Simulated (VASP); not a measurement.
# GaH2 (P6/mmm) in VASP: further runs

The runs below take GaH2 through single point, relaxation of cell and atoms, with PBE.

Program: VASP 6.6.1. These are calculated values, not measurements. Logs are shortened: lines on timing, memory, paths and dates and some standing lists are left out, and cuts for length are marked.

## Step 1: The cell of the first run

The structure is hexagonal, space group P6/mmm (No. 191). Conventional cell: a = 3.021 Å, b = 3.021 Å, c = 3.172 Å, α = 90.00°, β = 90.00°, γ = 120.00°. Within 3.2 Å of Ga (site symmetry 6/mmm) lie 12 H at 2.36 Å and 8 Ga at 3.02 to 3.17 Å. H (site symmetry -6m2) has 3 H at 1.74 Å and 6 Ga at 2.36 Å within 2.4 Å.

## Step 2: Single point, PBE

INCAR

```
SYSTEM = GaH2
PREC = Accurate ; ENCUT = 520
EDIFF = 1E-6 ; ISMEAR = 0
SIGMA = 0.1 ; LREAL = .FALSE.
LASPH = .TRUE. ; NELM = 80
ALGO = Normal ; ISIF = 2
LWAVE = .FALSE. ; LCHARG = .FALSE.
GGA = PE ; NBANDS = 14
```

KPOINTS

```
Automatic mesh
0
G
  18 18 14
  0 0 0
```

POSCAR

```
GaH2
1.0
    3.0211821391      0.0000000000      0.0000000000
   -1.5105910696      2.6164204819      0.0000000000
    0.0000000000      0.0000000000      3.1719168084
Ga H
1 2
Direct
    0.0000000000      0.0000000000      0.0000000000
    0.3333333333      0.6666666667      0.5000000000
    0.6666666667      0.3333333333      0.5000000000
```

Potentials or basis: VASP PAW PBE potentials, release 64 (Ga_d, H).

On the command line:

```
$ cat potpaw_PBE.64/Ga_d/POTCAR potpaw_PBE.64/H/POTCAR > POTCAR
$ mpirun -np 1 vasp_std > vasp.out
```

OUTCAR:

```text
SYSTEM = GaH2
   PREC = Accurate
   ENCUT = 520
   EDIFF = 1E-6
   ISMEAR = 0
   LREAL = .FALSE.
   LASPH = .TRUE.
   NELM = 80
   ISIF = 2
   GGA = PE

 ion  position               nearest neighbor table
   1  0.000  0.000  0.000-
   2  0.333  0.667  0.500-
   3  0.667  0.333  0.500-

  LATTYP: Found a hexagonal cell.
 ALAT       =     3.0211821391
 C/A-ratio  =     1.0498926123

  Lattice vectors:

 A1 = (   3.0211821391,   0.0000000000,   0.0000000000)
 A2 = (  -1.5105910696,   2.6164204819,   0.0000000000)
 A3 = (   0.0000000000,   0.0000000000,   3.1719168084)

Analysis of symmetry for initial positions (statically):
=====================================================================
 Subroutine PRICEL returns:
 Original cell was already a primitive cell.

 Routine SETGRP: Setting up the symmetry group for a
 hexagonal supercell.

 Subroutine GETGRP returns: Found 24 space group operations
 (whereof 24 operations were pure point group operations)
 out of a pool of 24 trial point group operations.

The static configuration has the point symmetry D_6h.

Analysis of symmetry for dynamics (positions and initial velocities):
=====================================================================
 Subroutine PRICEL returns:
 Original cell was already a primitive cell.

 Routine SETGRP: Setting up the symmetry group for a
 hexagonal supercell.

 Subroutine GETGRP returns: Found 24 space group operations
 (whereof 24 operations were pure point group operations)
 out of a pool of 24 trial point group operations.

The dynamic configuration has the point symmetry D_6h.

 Subroutine INISYM returns: Found 24 space group operations
 (whereof 24 operations are pure point group operations),
 and found     1 'primitive' translations

----------------------------------------------------------------------------------------

                                     Primitive cell

  volume of cell :      25.0730

  direct lattice vectors                    reciprocal lattice vectors
     3.021182139  0.000000000  0.000000000     0.330996264  0.191100782  0.000000000
    -1.510591070  2.616420482  0.000000000     0.000000000  0.382201564  0.000000000
     0.000000000  0.000000000  3.171916808     0.000000000  0.000000000  0.315266780

  length of vectors
     3.021182139  3.021182139  3.171916808     0.382201564  0.382201564  0.315266780

  position of ions in fractional coordinates (direct lattice)
     0.000000000  0.000000000  0.000000000
     0.333333333  0.666666667  0.500000000
     0.666666667  0.333333333  0.500000000

  ion indices of the primitive-cell ions
   primitive index   ion index
                 1           1
                 2           2
                 3           3

----------------------------------------------------------------------------------------

 KPOINTS: Automatic mesh

Automatic generation of k-mesh.
 Grid dimensions read from file:
 generate k-points for:   18   18   14

 Generating k-lattice:

  Cartesian coordinates                     Fractional coordinates (reciprocal lattice)
     0.018388681  0.010616710  0.000000000     0.055555556 -0.000000000  0.000000000
     0.000000000  0.021233420  0.000000000     0.000000000  0.055555556  0.000000000
     0.000000000  0.000000000  0.022519056     0.000000000  0.000000000  0.071428571

  Length of vectors
     0.021233420  0.021233420  0.022519056

  Shift w.r.t. Gamma in fractional coordinates (k-lattice)
     0.000000000  0.000000000  0.000000000

 Subroutine IBZKPT returns following result:
 ===========================================

 Found    296 irreducible k-points:

 Following reciprocal coordinates:
            Coordinates               Weight
  0.000000  0.000000  0.000000      1.000000
  0.055556 -0.000000  0.000000      6.000000
  0.111111 -0.000000  0.000000      6.000000
  0.166667  0.000000  0.000000      6.000000
  0.222222  0.000000  0.000000      6.000000
  0.277778  0.000000  0.000000      6.000000
[... 16 lines left out ...]
  0.333333  0.111111  0.000000     12.000000
  0.388889  0.111111  0.000000     12.000000
 [... further k-points ...]
   k-points           NKPTS =    296   k-points in BZ     NKDIM =    296   number of bands    NBANDS=     14
   number of dos      NEDOS =    301   number of ions     NIONS =      3
   total plane-waves  NPLWV =  13824
   dimension x,y,z NGX =    24 NGY =   24 NGZ =   24
   dimension x,y,z NGXF=    48 NGYF=   48 NGZF=   48
   ions per type =               1   2
   NGX,Y,Z   is equivalent  to a cutoff of  13.21, 13.21, 12.58 a.u.
   NGXF,Y,Z  is equivalent  to a cutoff of  26.41, 26.41, 25.16 a.u.
 SYSTEM =  GaH2
   PREC   = accura    normal or accurate (medium, high low for compatibility)
   ISTART =      0    job   : 0-new  1-cont  2-samecut
   ICHARG =      2    charge: 1-file 2-atom 10-const
   ISPIN  =      1    spin polarized calculation?
   LNONCOLLINEAR =      F non collinear calculations
   LSORBIT =      F    spin-orbit coupling
   LASPH  =      T    aspherical Exc in radial PAW
   ENCUT  =  520.0 eV  38.22 Ry    6.18 a.u.   5.62  5.62  5.90*2*pi/ulx,y,z
   NELM   =     80;   NELMIN=  2; NELMDL= -5     # of ELM steps
   EDIFF  = 0.1E-05   stopping-criterion for ELM
   LREAL  =      F    real-space projection
   EDIFFG = 0.1E-04   stopping-criterion for IOM
   NSW    =      0    number of steps for IOM
   IBRION =     -1    ionic relax: 0-MD 1-quasi-New 2-CG
   NFREE  =      0    steps in history (QN), initial steepest desc. (CG)
   ISIF   =      2    stress and relaxation
   ISYM   =      2    0-nonsym 1-usesym 2-fastsym
   POTIM  = 0.5000    time-step for ionic-motion
   TEBEG  =    0.0;   TEEND  =   0.0 temperature during run
   PSTRESS=    0.0 pullay stress
   NELECT =      15.0000    total number of electrons
   NUPDOWN=      -1.0000    fix difference up-down
   EMIN   =  10.00;   EMAX   =-10.00  energy-range for DOS
   EFERMI =   0.00;   METHOD = LEGACY
   ISMEAR =     0;   SIGMA  =   0.10  broadening in eV -4-tet -1-fermi 0-gaus
   EFERMI_NEDOS =   21; number of points for ismear=-14 and -15
   IALGO  =     38    algorithm
   IMIX   =      4    mixing-type and parameters
     AMIX     =   0.40;   BMIX     =  1.00
     AMIX_MAG =   1.60;   BMIX_MAG =  1.00
  volume/ion in A,a.u.               =       8.36        56.40
  Fermi-wavevector in a.u.,A,eV,Ry     =   1.379441  2.606766 25.889953  1.902858
  Thomas-Fermi vector in A             =   2.504410
   LORBIT       =      0    0 simple, 1 ext, 2 COOP (PROOUT), +10 PAW based schemes
   GGA     = PE    functional components
   LHFCALC =     F    Hartree Fock is set to
   AEXX    =    0.0000 exact exchange contribution
   IVDW    =     0    specifies the selected vdW correction
   LEPSILON=     F    determine dielectric tensor
   LRPA    =     F    only Hartree local field effects (RPA)
 non-spin polarized calculation
 Gauss-broadening in eV      SIGMA  =   0.10
  energy-cutoff  :      520.00
  volume of cell :       25.07
 maximum number of plane-waves:       696
 NGX is ok and might be reduce to    24
   NGX = 11   NGY = 11   NGZ = 11

 number of electron      14.9999991 magnetization

 Free energy of the ion-electron system (eV)
  ---------------------------------------------------
  ext. energy  EPLUGINS =         0.00000000
  ---------------------------------------------------
  free energy    TOTEN  =        -7.36993837 eV

  energy without entropy =       -7.36767086  energy(sigma->0) =       -7.36880462

 E-fermi :   4.7434     XC(G=0): -11.0229

 val. band max:        4.7254404721   @ k =   0.2222   0.1667   0.3571
 cond. band min:       4.7692840875   @ k =   0.3333   0.1111   0.2143
 fundamental gap:      0.0438436154
 Fermi energy:         4.7433884076

 k-point     1 :       0.0000    0.0000    0.0000
  band No.  band energies     occupation
      1     -10.2348      2.00000
      2     -10.1199      2.00000
      3     -10.1199      2.00000
      4      -9.9856      2.00000
      5      -9.9856      2.00000
      6      -7.5786      2.00000
      7       6.1928      0.00000
      8       8.1585      0.00000
      9       9.3782      0.00000
     10      14.0215      0.00000
     11      14.0215      0.00000
     12      16.6331      0.00000
     13      17.2627      0.00000
     14      17.2627      0.00000

 k-point     2 :       0.0556   -0.0000    0.0000
  band No.  band energies     occupation
      1     -10.2313      2.00000
      2     -10.1220      2.00000
      3     -10.1142      2.00000
      4      -9.9890      2.00000
      5      -9.9863      2.00000
      6      -7.5111      2.00000
      7       6.2124      0.00000
      8       8.2315      0.00000
      9       9.1244      0.00000
     10      13.1055      0.00000
     11      13.6447      0.00000
     12      17.0615      0.00000
     13      17.7619      0.00000
     14      18.1738      0.00000

 k-point     3 :       0.1111   -0.0000    0.0000
  band No.  band energies     occupation
      1     -10.2219      2.00000
      2     -10.1279      2.00000
      3     -10.0978      2.00000
      4      -9.9987      2.00000
      5      -9.9884      2.00000
      6      -7.3079      2.00000
      7       6.2482      0.00000
      8       8.3735      0.00000
      9       8.4495      0.00000
     10      11.8166      0.00000
     11      12.8786      0.00000
     12      17.6078      0.00000
     13      18.8947      0.00000
     14      20.1270      0.00000
[... 324 lines left out ...]
 k-point    23 :       0.3333    0.1111    0.0000
  band No.  band energies     occupation
      1     -10.2084      2.00000
      2     -10.1071      2.00000
      3     -10.0796      2.00000
      4     -10.0137      2.00000
      5      -9.9663      2.00000
      6      -4.0489      2.00000
      7       0.8263      2.00000
      8       5.2869      0.00000
      9       9.7208      0.00000
     10      11.6564      0.00000
     11      11.7992      0.00000
     12      16.9364      0.00000
     13      17.6854      0.00000
     14      21.8586      0.00000

 k-point    24 :       0.3889    0.1111    0.0000
  band No.  band energies     occupation
      1     -10.2164      2.00000
      2     -10.0961      2.00000
      3     -10.0875      2.00000
      4     -10.0164      2.00000
      5      -9.9534      2.00000
      6      -3.0644      2.00000
      7      -0.5161      2.00000
      8       5.1355      0.00000
      9      10.1931      0.00000
     10      11.3768      0.00000
     11      12.4074      0.00000
     12      16.4012      0.00000
     13      16.5606      0.00000
     14      21.7012      0.00000

 [... further k-points ...]

------------------------ aborting loop because EDIFF is reached ----------------------------------------

  FORCE on cell =-STRESS in cart. coord.  units (eV):
  Direction    XX          YY          ZZ          XY          YZ          ZX
  --------------------------------------------------------------------------------------
  -------------------------------------------------------------------------------------
  Total       -0.0044515     -0.0044515     -0.0022487      0.0000000      0.0000000      0.0000000
  in kB       -0.2844553     -0.2844553     -0.1436938      0.0000000      0.0000000      0.0000000
  external PRESSURE =      -0.2375348 kB  Pullay stress =       0.0000000 kB

 VOLUME and BASIS-vectors are now :
 -----------------------------------------------------------------------------
  energy-cutoff  :      520.00
  volume of cell :       25.07
      direct lattice vectors                 reciprocal lattice vectors
     3.021182139  0.000000000  0.000000000     0.330996264  0.191100782  0.000000000
    -1.510591070  2.616420482  0.000000000     0.000000000  0.382201564  0.000000000
     0.000000000  0.000000000  3.171916808     0.000000000  0.000000000  0.315266780

 POSITION                                       TOTAL-FORCE (eV/Angst)
 -----------------------------------------------------------------------------------
      0.00000      0.00000      0.00000         0.000000      0.000000      0.000000
     -0.00000      1.74428      1.58596         0.000000      0.000000      0.000000
      1.51059      0.87214      1.58596        -0.000000      0.000000      0.000000
 -----------------------------------------------------------------------------------
    total drift:                               -0.000000      0.000000     -0.000000

  FREE ENERGIE OF THE ION-ELECTRON SYSTEM (eV)
  ---------------------------------------------------
  free  energy   TOTEN  =        -7.3699383675 eV

  energy  without entropy=       -7.3676708643  energy(sigma->0) =       -7.36880462
```

Wall time 67 s (1 thread of Oxide Virtual Turin-like, shared host); peak memory 0.19 GiB.

What came out:

```
Free energy            : -7.3699 eV
Pressure               : 0.0 GPa
Band gap on the k mesh : zero (an odd number of electrons rules out a gap without spin polarisation)
```

Levels at points of the mesh, in eV from the Fermi level:
```tsv
k point	band 3	band 4	band 5	band 6	band 7	band 8	band 9	band 10	band 11	band 12
(0.00, 0.00, 0.00)	-14.86	-14.73	-14.73	-12.32	1.45	3.42	4.63	9.28	9.28	11.89
(0.50, 0.00, 0.00)	-14.84	-14.75	-14.67	-7.23	-6.36	2.34	4.79	5.59	7.84	10.76
(0.00, 0.00, 0.50)	-14.85	-14.77	-14.77	-9.26	-7.74	5.39	9.95	11.54	11.54	15.50
(0.50, 0.00, 0.50)	-14.80	-14.68	-14.67	-4.39	-3.21	-2.53	-1.89	4.78	7.43	10.77
```

## Step 3: Single point, PBE

INCAR

```
  PREC = Accurate
  ENCUT = 520
  EDIFF = 1E-6
  ISMEAR = 0
  SIGMA = 0.1
  LREAL = False
  LASPH = True
  NELM = 100
  ALGO = Normal
  ISIF = 2
  LWAVE = False
  LCHARG = False
  GGA = PE
  NBANDS = 14
```

KPOINTS

```
Automatic mesh
0
Gamma
  18 18 14
```

POSCAR is that of step 2.

Potentials or basis: VASP PAW PBE potentials, release 64 (Ga_d, H).

On the command line:

```
$ cat potpaw_PBE.64/Ga_d/POTCAR potpaw_PBE.64/H/POTCAR > POTCAR
$ mpirun -np 1 vasp_std > vasp.out
```

It took 64 s on 1 thread of Oxide Virtual Turin-like, shared host; peak memory 0.18 GiB.

It converged, with:

```yaml
Free_energy: -7.3699 eV
Pressure: 0.0 GPa
Band_gap_on_the_k_mesh: zero (an odd number of electrons rules out a gap without spin polarisation)
```

Levels at points of the mesh, in eV from the Fermi level:
| k point | band 5 | band 6 | band 7 | band 8 | band 9 | band 10 |
| --- | --- | --- | --- | --- | --- | --- |
| (0.00, 0.00, 0.00) | -14.73 | -12.32 | 1.45 | 3.42 | 4.63 | 9.28 |
| (0.50, 0.00, 0.00) | -14.67 | -7.23 | -6.36 | 2.34 | 4.79 | 5.59 |
| (0.00, 0.00, 0.50) | -14.77 | -9.26 | -7.74 | 5.39 | 9.95 | 11.54 |
| (0.50, 0.00, 0.50) | -14.67 | -4.39 | -3.21 | -2.53 | -1.89 | 4.78 |

## Step 4: Relaxation of cell and atoms, PBE

This run uses another cell than the first one, of 9.29 Å³/atom.

INCAR

```
SYSTEM = GaH2
PREC = Accurate ; ENCUT = 600
EDIFF = 1E-7 ; ISMEAR = 0
SIGMA = 0.1 ; LREAL = .FALSE.
LASPH = .TRUE. ; NELM = 100
ALGO = Fast ; ISIF = 3
LWAVE = .FALSE. ; LCHARG = .FALSE.
GGA = PE ; IBRION = 2
NSW = 100 ; EDIFFG = -0.01
```

KPOINTS

```
regular mesh
0
G
  18 18 14
  0 0 0
```

POSCAR

```
GaH2
1.0
    3.1001631935      0.0000000000      0.0000000000
   -1.5500815968      2.6848200815      0.0000000000
    0.0000000000      0.0000000000      3.3473522853
Ga H
1 2
Direct
    0.0000000000      0.0000000000      0.0000000000
    0.3333333333      0.6666666667      0.5000000000
    0.6666666667      0.3333333333      0.5000000000
```

On the command line:

```
$ cat potpaw_PBE.64/Ga_d/POTCAR potpaw_PBE.64/H/POTCAR > POTCAR
$ mpirun -np 1 vasp_std > vasp.out
```

Wall time 7.4 min (1 thread of Oxide Virtual Turin-like, shared host); peak memory 0.24 GiB.

The run converged. Its results:

* Free energy: -7.3687 eV
* Relaxed volume: 8.41 Å³/atom
* Relaxed cell: a = 2.992 Å, b = 2.992 Å, c = 3.254 Å, α = 90.00°, β = 90.00°, γ = 120.00°
* Space group after relaxing (to 0.1 Å): P6/mmm (No. 191)
* Energy gained by relaxing: 13.8 meV/atom
* Ionic steps: 4
* Pressure after relaxing: 0.0 GPa
* Band gap on the k mesh: zero (an odd number of electrons rules out a gap without spin polarisation)

Stress tensor (GPa, compression positive):
```
 0.10  0.00  0.00
 0.00  0.10  0.00
 0.00  0.00 -0.13
```

Step by step:
```tsv
step	energy change (eV)	largest force (eV/Å)	pressure (GPa)	volume (Å³)
1	0.0000	0.0000	-4.51	27.86
2	-0.0250	0.0000	-3.07	26.82
3	-0.0412	0.0000	-0.31	25.37
4	-0.0413	0.0000	0.02	25.22
```

Final structure:
```
CELL_PARAMETERS angstrom
2.99181 0.00000 0.00000
-1.49591 2.59099 0.00000
0.00000 0.00000 3.25378
ATOMIC_POSITIONS crystal
Ga 0.00000 0.00000 0.00000
H 0.33333 0.66667 0.50000
H 0.66667 0.33333 0.50000
```

Levels at points of the mesh, in eV from the Fermi level:
| k point | band 5 | band 6 | band 7 | band 8 | band 9 | band 10 |
| --- | --- | --- | --- | --- | --- | --- |
| (0.00, 0.00, 0.00) | -14.70 | -12.25 | 0.82 | 2.82 | 5.01 | 9.77 |
| (0.50, 0.00, 0.00) | -14.64 | -7.08 | -6.15 | 2.54 | 5.00 | 5.15 |
| (0.00, 0.00, 0.50) | -14.74 | -9.29 | -7.95 | 5.68 | 10.15 | 11.80 |
| (0.50, 0.00, 0.50) | -14.64 | -4.38 | -3.11 | -2.59 | -2.01 | 5.07 |

## Step 5: Relaxation of cell and atoms, PBE

INCAR

```
SYSTEM = GaH2
PREC = Accurate
ENCUT = 600
EDIFF = 1E-7
ISMEAR = 0
SIGMA = 0.1
LREAL = .FALSE.
LASPH = .TRUE.
NELM = 60
ALGO = Normal
ISIF = 3
LWAVE = .FALSE.
LCHARG = .FALSE.
GGA = PE
IBRION = 2
NSW = 100
EDIFFG = -0.01
```

KPOINTS

```
Automatic mesh
0
G
  18 18 14
  0 0 0
```

POSCAR

```
GaH2
1.0
    3.0211821391      0.0000000000      0.0000000000
   -1.5105910696      2.6164204819      0.0000000000
    0.0000000000      0.0000000000      3.1719168084
Ga H
1 2
Direct
    0.0000000000      0.0000000000      0.0000000000
    0.3333333333      0.6666666667      0.5000000000
    0.6666666667      0.3333333333      0.5000000000
```

On the command line:

```
$ cat potpaw_PBE.64/Ga_d/POTCAR potpaw_PBE.64/H/POTCAR > POTCAR
$ mpirun -np 1 vasp_std > vasp.out
```

It took 60 s on 1 thread of Oxide Virtual Turin-like, shared host; peak memory 0.2 GiB.

It converged, with:

| Item | Value |
| --- | --- |
| Free energy | -7.3703 eV |
| Pressure after relaxing | 0.0 GPa |
| Band gap on the k mesh | zero (an odd number of electrons rules out a gap without spin polarisation) |

Final structure:
```
Ga H
1.0
     3.02118    0.00000    0.00000
    -1.51059    2.61642    0.00000
     0.00000    0.00000    3.17192
Ga H
1 2
Cartesian
  0.0000 0.0000 0.0000
  0.0000 1.7443 1.5860
  1.5106 0.8721 1.5860
```

Levels at points of the mesh, in eV from the Fermi level:
```tsv
k point	band 5	band 6	band 7	band 8	band 9	band 10
(0.00, 0.00, 0.00)	-14.73	-12.32	1.45	3.42	4.63	9.28
(0.50, 0.00, 0.00)	-14.67	-7.22	-6.36	2.34	4.79	5.59
(0.00, 0.00, 0.50)	-14.77	-9.26	-7.74	5.39	9.95	11.54
(0.50, 0.00, 0.50)	-14.67	-4.39	-3.21	-2.53	-1.89	4.78
```

Caveat: the highest band is partly filled, so the run has too few bands.

## Step 6: Overview

| task | cell | cutoff (eV) | gap on the mesh (eV) | pressure (GPa) | relaxed volume (Å³/atom) |
| --- | --- | --- | --- | --- | --- |
| single point | a = 3.021, b = 3.021, c = 3.172 Å, angles 90.0, 90.0, 120.0°, 3 atoms | 520 | none | 0.0 | - |
| relaxation of cell and atoms | relaxed from a = 3.100, b = 3.100, c = 3.347 Å, angles 90.0, 90.0, 120.0°, 3 atoms | 600 | none | 0.0 | 8.41 |
| relaxation of cell and atoms | relaxed from a = 3.021, b = 3.021, c = 3.172 Å, angles 90.0, 90.0, 120.0°, 3 atoms | 600 | none | 0.0 | 8.36 |

Alike in all rows: level PBE; potentials or basis VASP PAW PBE potentials, release 64 (Ga_d, H); no spin polarisation; k mesh 18 × 18 × 14; smearing gaussian 0.1 eV.

Caveats: the highest band is partly filled, so the run has too few bands (at least some runs).

Total energies depend on the potentials used, so only differences within one code and one set of settings carry meaning.

The gap in the log of VASP goes by the Fermi energy; the results here count the filled bands.